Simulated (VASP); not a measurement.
Set up this calculation in VASP 6.6.1, as the native input.

| Item | Value |
| --- | --- |
| Task | single point |
| Functional | PBEsol |
| Potentials or basis | VASP PAW PBE potentials, release 64 (C) |
| Cutoff | 520 eV |
| k mesh | 14 × 14 × 14 |
| Occupations | fermi-dirac, width 0.1 eV |
| Spin | no spin polarisation |
| Dipole correction | no |
| Further INCAR settings | ALGO = Normal; EDIFF = 1e-06; NBANDS = 11 |

The structure of C lies in POSCAR:

```
C
1.0
    1.2114319790      0.6994207037      3.3017755764
   -1.2114319790      0.6994207037      3.3017755764
    0.0000000000     -1.3988404210      3.3017755764
C
2
Direct
    0.8360000000      0.8360000000      0.8360000000
    0.1640000000      0.1640000000      0.1640000000
```

The input as run:

INCAR

```
PREC     = Accurate       # precision mode
ENCUT    = 520            # plane-wave cutoff, eV
EDIFF    = 1E-6           # SCF threshold, eV
ISMEAR   = -1             # smearing method
SIGMA    = 0.1            # smearing width, eV
LREAL    = False          # projectors in reciprocal space
LASPH    = True           # aspherical terms in the spheres
NELM     = 60             # most SCF steps
ALGO     = Normal         # electronic algorithm
ISIF     = 2              # what is computed and relaxed
LWAVE    = False          # write WAVECAR
LCHARG   = True           # write CHGCAR
GGA      = PS             # functional
LELF     = True           # ELF
LVHAR    = True         
NBANDS   = 11             # bands
```

KPOINTS

```
Automatic mesh
0
Gamma
  14 14 14
```

Potentials or basis: VASP PAW PBE potentials, release 64 (C).

Run with:

```console
$ cat potpaw_PBE.64/C/POTCAR > POTCAR
$ mpirun -np 1 vasp_std > vasp.out
```

Results of the run:

```yaml
Pressure: 14.4 GPa
Largest_force: 0.846 eV/Å
Band_gap_on_the_k_mesh: 0.55 eV, direct
```

Caveat: the PAW data sets were made with another functional, which shifts forces and pressure a little.

It took 33 s on 1 thread of Intel(R) Xeon(R) 6975P-C (Granite Rapids), with other jobs on the host, peak memory 0.17 GiB.
